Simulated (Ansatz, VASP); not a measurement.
# One calculation of Be3ZnSe, two programs

```
CELL_PARAMETERS angstrom
3.66218 0.00000 0.00000
-1.83109 3.17154 0.00000
0.00000 0.00000 11.97194
ATOMIC_POSITIONS crystal
Be 0.33333 0.66667 0.08834
Be 0.33333 0.66667 0.48077
Be 0.33333 0.66667 0.68508
Be 0.66667 0.33333 0.35869
Be 0.66667 0.33333 0.73193
Be 0.00000 0.00000 0.63695
Zn 0.66667 0.33333 0.54858
Zn 0.00000 0.00000 0.82503
Se 0.33333 0.66667 0.28390
Se 0.00000 0.00000 0.03274
```

Alike in both runs: functional PBE; k mesh 12 × 12 × 4; occupations gaussian, width 0.1 eV; no spin polarisation.

Ansatz relaxed the structure, and its values are those at the end. VASP's run is a single point on that final structure, the one shown.

```csv
,VASP,Ansatz
version,VASP 6.6.1,Ansatz 0.2.0
potentials or method,"VASP PAW PBE potentials, release 64 (Be, Zn, Se), cutoff 520 eV","scalar-relativistic, plane waves, PAW"
valence electrons in the cell,48,68
```

```tsv
	VASP	Ansatz	Ansatz less VASP
gap on the k mesh at the Fermi level (eV)	none	none	-
pressure (GPa)	0.2	0.0	-0.21
rms of the force components (eV/Å)	0.005	0.001	-0.0038
```

A gap of «none» marks a metal or a gap that the smearing closes. The functional is the same, so the differences come from potentials, cutoffs and numerics. VASP's potentials hold 48 valence electrons a cell and Ansatz's 68, so a difference there can come from the potentials and not from the codes.
